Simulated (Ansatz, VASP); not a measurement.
**One calculation of BiTe, two programs**

POSCAR

```
BiTe
1.0
    0.0242625000      3.2350000000      3.2350000000
    3.2350000000      0.0242625000      3.2350000000
    3.2592625000      3.2592625000      0.0000000000
Bi Te
1 1
Direct
    0.0000000000      0.0000000000      0.0000000000
    0.5000000000      0.5000000000      0.5000000000
```

Contents of INCAR.step1:

```
  ALGO = Normal
  EDIFF = 1E-4
  ENCUT = 520
  GGA = PE
  ISMEAR = 0
  LASPH = True
  LCHARG = False
  LREAL = False
  LWAVE = True
  NBANDS = 18
  NELM = 100
  PREC = Accurate
  SIGMA = 0.15
```

The input INCAR.step2:

```
  ALGO = Normal
  EDIFF = 1E-6
  ENCUT = 520
  ISIF = 2
  ISMEAR = 0
  ISTART = 1
  LASPH = True
  LCHARG = False
  LMIXTAU = True
  LREAL = False
  LWAVE = False
  METAGGA = R2SCAN
  NBANDS = 18
  NELM = 100
  PREC = Accurate
  SIGMA = 0.15
```

Contents of KPOINTS:

```
k-points
0
Gamma
  14 14 14
```

Input for Ansatz:

```yaml
crystal:
  lattice:
    - [0.0242625, 3.235, 3.235]
    - [3.235, 0.0242625, 3.235]
    - [3.2592625, 3.2592625, 0.0]
  atoms:
    - { symbol: Bi, position: [0.0, 0.0, 0.0] }
    - { symbol: Te, position: [0.5, 0.5, 0.5] }
basis:
  ecutwfc: 500
kpoints:
  mp_grid: { grid: [14, 14, 14] }
hamiltonian:
  xc: r2scan
scf:
  occupations: { method: gaussian, width: 0.15 }
output:
  forces: true
  stress: true
  eigenvalues: true
```

Change from the starting cell: strain +0.0150 x Voigt [0, 0, 0, 0, 0, 1], atoms carried along.

Alike in both runs: task single point; functional r2SCAN; k mesh 14 × 14 × 14; occupations gaussian, width 0.15 eV; no spin polarisation.

```csv
,VASP,Ansatz
version,VASP 6.6.1,Ansatz 0.2.0
potentials or method,"VASP PAW PBE potentials, release 64 (Bi_d, Te), cutoff 520 eV","scalar-relativistic, plane waves, PAW"
valence electrons in the cell,21,31
```

|  | VASP | Ansatz | Ansatz less VASP |
| --- | --- | --- | --- |
| gap on the k mesh at the Fermi level (eV) | none | none | - |
| pressure (GPa) | 0.0 | 0.0 | +0.03 |

VASP's potentials were made for PBE, not for r2SCAN. A gap of «none» marks a metal or a gap that the smearing closes. With one functional, cell and mesh, what is left measures potentials, basis and numerics. VASP's potentials hold 21 valence electrons a cell and Ansatz's 31, so a difference there can come from the potentials and not from the codes.

Spin-orbit coupling is off throughout.
